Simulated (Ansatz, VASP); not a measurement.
**In3Se: VASP beside Ansatz**

```
CELL_PARAMETERS angstrom
4.58785 0.00000 0.00000
0.00000 4.58785 -0.11470
0.00000 -0.11470 4.58785
ATOMIC_POSITIONS crystal
In 0.00000 0.50000 0.50000
In 0.50000 0.00000 0.50000
In 0.50000 0.50000 0.00000
Se 0.00000 0.00000 0.00000
```

Change from the starting cell: strain -0.0500 x Voigt [0, 0, 0, 1, 0, 0], atoms carried along.

Alike in both runs: task single point; functional PBEsol; dispersion D3(BJ); k mesh 10 × 10 × 10; occupations gaussian, width 0.15 eV; no spin polarisation.

|  | VASP | Ansatz |
| --- | --- | --- |
| version | VASP 6.6.1 | Ansatz 0.2.0 |
| potentials or method | VASP PAW PBE potentials, release 64 (In_d, Se), cutoff 520 eV | scalar-relativistic, plane waves, PAW |
| valence electrons in the cell | 45 | 55 |

Ansatz gave:

* gap on the k mesh at the Fermi level (eV): none
* pressure (GPa): 0.1
* traceless stress, the component that is largest in VASP (GPa): 0.60

**Question.** What did VASP give for the same quantities?

**Answer.** gap on the k mesh at the Fermi level (eV): none; pressure (GPa): 0.0; traceless stress, the component that is largest in VASP (GPa): 0.61.

VASP's potentials were made for PBE, not for PBEsol. A gap of «none» marks a metal or a gap that the smearing closes. VASP's potentials hold 45 valence electrons a cell and Ansatz's 55, so a difference there can come from the potentials and not from the codes.
